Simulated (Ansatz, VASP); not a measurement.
**One calculation of TaN, two programs**

The input INCAR:

```
SYSTEM = TaN
ALGO = Normal
EDIFF = 1E-8
ENCUT = 520
GGA = PS
ISIF = 2
ISMEAR = -1
LASPH = .True.
LCHARG = .False.
LEFG = .True.
LREAL = .False.
LWAVE = .False.
NBANDS = 24
NELM = 100
PREC = Accurate
SIGMA = 0.01
```

KPOINTS

```
k-points
0
Gamma
  11 11 6
  0 0 0
```

POSCAR

```
TaN
1.0
    2.9857803976      0.0000000000      0.0000000000
   -1.4928901988      2.5857616744      0.0000000000
    0.0000000000      0.0000000000      4.8176044827
Ta N
2 2
Direct
    0.0000000000      0.0000000000      0.0000000000
    0.0000000000      0.0000000000      0.5000000000
    0.3333333333      0.6666666667      0.2500000000
    0.6666666667      0.3333333333      0.7500000000
```

Input for Ansatz:

```yaml
crystal:
  lattice:
    - [2.9857803976, 0.0, 0.0]
    - [-1.4928901988, 2.5857616744, 0.0]
    - [0.0, 0.0, 4.8176044827]
  atoms:
    - { symbol: Ta, position: [0.0, 0.0, 0.0] }
    - { symbol: Ta, position: [0.0, 0.0, 0.5] }
    - { symbol: "N", position: [0.3333333333, 0.6666666667, 0.25] }
    - { symbol: "N", position: [0.6666666667, 0.3333333333, 0.75] }
kpoints:
  mp_grid: { grid: [11, 11, 6] }
scf:
  occupations: { method: fermi_dirac, width: 0.01 }
hamiltonian:
  xc: pbesol
  pseudopotentials: { kind: all_electron, datasets: crystal }
output:
  forces: true
  stress: true
  eigenvalues: true
  efg: { contact_densities: true }
```

Change from the starting cell: volume scaled by 0.94, crystal datasets.

Alike in both runs: task electric field gradients; functional PBEsol; k mesh 11 × 11 × 6; occupations fermi-dirac, width 0.01 eV; no spin polarisation.

|  | VASP | Ansatz |
| --- | --- | --- |
| version | VASP 6.6.1 | Ansatz 0.2.0 |
| potentials or method | VASP PAW PBE potentials, release 64 (Ta_pv, N), cutoff 520 eV | all-electron PAW with datasets made for the crystal, scalar-relativistic |

VASP gave:

```
pressure (GPa)                                                : 86.8
traceless stress, the component that is largest in VASP (GPa) : 66.00
size of Vzz on the site where it differs most (V/Å²)          : 161.6
```

Q: What did Ansatz give for the same quantities?

A: Pressure (GPa): 83.4; traceless stress, the component that is largest in VASP (GPa): 64.85; size of Vzz on the site where it differs most (V/Å²): 169.7.

VASP's potentials were made for PBE, not for PBEsol. Both programs put the cell under a high pressure, so it lies far from rest at this level. Ansatz ran all-electron here, and VASP with PAW potentials.

Spin-orbit coupling is off throughout. Noted on VASP's run: the cell as given lies far from equilibrium.
